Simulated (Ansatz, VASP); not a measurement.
## SnSe in VASP and in Ansatz

The input INCAR:

```
SYSTEM = SnSe
PREC = Accurate
ENCUT = 520
EDIFF = 1E-6
ISMEAR = 0
SIGMA = 0.05
LREAL = .False.
LASPH = .True.
NELM = 80
ALGO = Normal
ISIF = 2
LWAVE = .False.
LCHARG = .False.
NBANDS = 17
```

The input KPOINTS:

```
regular mesh
0
Gamma
  6 6 6
  0 0 0
```

File POSCAR:

```
SnSe
1.0
    0.0000000000      3.0100000000      3.0100000000
    3.0100000000      0.0000000000      3.0100000000
    3.0100000000      3.0100000000      0.0000000000
Sn Se
1 1
Direct
    0.0000000000      0.0000000000      0.0000000000
    0.5000000000      0.5000000000      0.5000000000
```

Input for Ansatz:

```yaml
crystal:
  lattice:
    - [0.0, 3.01, 3.01]
    - [3.01, 0.0, 3.01]
    - [3.01, 3.01, 0.0]
  atoms:
    - { symbol: Sn, position: [0.0, 0.0, 0.0] }
    - { symbol: Se, position: [0.5, 0.5, 0.5] }
basis:
  ecutwfc: 520.0
kpoints:
  mp_grid:
    grid: [6, 6, 6]
hamiltonian:
  xc: lda
  pseudopotentials:
    kind: paw
scf:
  occupations:
    method: gaussian
    width: 0.05
output:
  stress: true
```

Alike in both runs: task single point; functional LDA; k mesh 6 × 6 × 6; occupations gaussian, width 0.05 eV; no spin polarisation.

```csv
,VASP,Ansatz
version,VASP 6.6.1,Ansatz 0.2.0
potentials or method,"VASP PAW LDA potentials, release 64 (Sn_d, Se), cutoff 520 eV","plane waves, PAW"
valence electrons in the cell,20,30
```

```csv
,VASP,Ansatz,Ansatz less VASP
pressure (GPa),-3.6,-3.7,-0.09
```

LDA's correlation is that of Perdew and Zunger in VASP and of Perdew and Wang (1992) in Ansatz. VASP's potentials hold 20 valence electrons a cell and Ansatz's 30, so a difference there can come from the potentials and not from the codes.
